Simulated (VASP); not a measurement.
Set up this calculation in VASP 6.6.1, as the native input.

```
Task                   : single point
Functional             : PBE
Potentials or basis    : VASP PAW PBE potentials, release 64 (Eu, O)
Cutoff                 : 600 eV
k mesh                 : 6 × 6 × 6
Occupations            : methfessel-paxton, width 0.1 eV
Spin                   : collinear spin, ferromagnetic start
Starting moments       : [9.1, 0.0] μB
Hubbard terms          : Eu f U = 4.0 eV
Dipole correction      : no
Further INCAR settings : ALGO = Normal; EDIFF = 1e-06; NBANDS = 22
```

The structure of EuO lies in POSCAR:

```
EuO
1.0
    0.0000000000      2.5719500000      2.5719500000
    2.5719500000      0.0000000000      2.5719500000
    2.5719500000      2.5719500000      0.0000000000
Eu O
1 1
Direct
    0.0000000000      0.0000000000      0.0000000000
    0.5000000000      0.5000000000      0.5000000000
```

The input as run:

INCAR

```
SYSTEM = EuO
  PREC = Accurate
  ENCUT = 600
  EDIFF = 1E-6
  ISMEAR = 1
  SIGMA = 0.1
  LREAL = .FALSE.
  LASPH = .TRUE.
  NELM = 200
  ALGO = Normal
  ISIF = 2
  LWAVE = .FALSE.
  LCHARG = .TRUE.
  ISPIN = 2
  MAGMOM = 9.1 0
  LORBIT = 11
  LMAXMIX = 6
  LDAU = .TRUE.
  LDAUTYPE = 2
  LDAUL = 3 -1
  LDAUU = 4 0
  LDAUJ = 0 0
  LDAUPRINT = 1
  GGA = PE
  LELF = .TRUE.
  LVHAR = .TRUE.
  NBANDS = 22
  GGA_COMPAT = .FALSE.
```

KPOINTS

```
Automatic mesh
0
G
  6 6 6
  0 0 0
```

Potentials or basis: VASP PAW PBE potentials, release 64 (Eu, O).

Run with:

```sh
$ cat potpaw_PBE.64/Eu/POTCAR potpaw_PBE.64/O/POTCAR > POTCAR
$ mpirun -np 1 vasp_std > vasp.out
```

Results of the run:

The pressure is -0.5 GPa and the band gap on the k mesh is zero (filled and empty bands overlap). The net moment is 7.00 μB per cell. The site moments are Eu +6.69; O -0.10 μB and the valence electrons inside the program's atomic spheres are Eu 14.91; O 4.96.

Caveat: spin-orbit coupling is left out, which moves the levels of the heavy elements; a cell with one magnetic atom can't hold antiferromagnetic order, which such compounds often take.

Run time: 78 s on 1 thread of AMD EPYC 7R13, on a shared host, peak memory 0.18 GiB.
